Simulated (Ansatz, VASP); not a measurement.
## Mo: VASP beside Ansatz

INCAR

```
ALGO = Fast
EDIFF = 1E-7
ENCUT = 520
ISIF = 2
ISMEAR = 0
LASPH = T
LCHARG = F
LREAL = F
LWAVE = F
NBANDS = 13
NELM = 60
PREC = Accurate
SIGMA = 0.15
```

KPOINTS

```
k-points
0
Gamma
  22 22 22
```

POSCAR

```
Mo
1.0
   -1.4139000000      1.5710000000      1.5710000000
    1.4139000000     -1.5710000000      1.5710000000
    1.4139000000      1.5710000000     -1.5710000000
Mo
1
Direct
    0.0000000000      0.0000000000      0.0000000000
```

Input for Ansatz:

```yaml
crystal:
  lattice:
    - [-1.4139, 1.571, 1.571]
    - [1.4139, -1.571, 1.571]
    - [1.4139, 1.571, -1.571]
  atoms:
    - { symbol: Mo, position: [0.0, 0.0, 0.0] }
basis:
  ecutwfc: 650.0
kpoints:
  mp_grid: { grid: [22, 22, 22] }
hamiltonian:
  xc: lda
scf:
  occupations: { method: gaussian, width: 0.15 }
output:
  forces: true
  stress: true
  eigenvalues: true
```

Change from the starting cell: strain -0.1000 x Voigt [1, 0, 0, 0, 0, 0], atoms carried along.

Alike in both runs: task single point; functional LDA; k mesh 22 × 22 × 22; occupations gaussian, width 0.15 eV; no spin polarisation.

```csv
,VASP,Ansatz
version,VASP 6.6.1,Ansatz 0.2.0
potentials or method,"VASP PAW LDA potentials, release 64 (Mo_sv), cutoff 520 eV","scalar-relativistic, plane waves, PAW"
valence electrons in the cell,14,14
```

Ansatz gave:

```
gap on the k mesh at the Fermi level (eV)                     : none
pressure (GPa)                                                : 27.5
traceless stress, the component that is largest in VASP (GPa) : 25.32
```

What did VASP give for the same quantities?

gap on the k mesh at the Fermi level (eV): none; pressure (GPa): 29.1; traceless stress, the component that is largest in VASP (GPa): 25.28.

LDA's correlation is that of Perdew and Zunger in VASP and of Perdew and Wang (1992) in Ansatz. A gap of «none» marks a metal or a gap that the smearing closes.
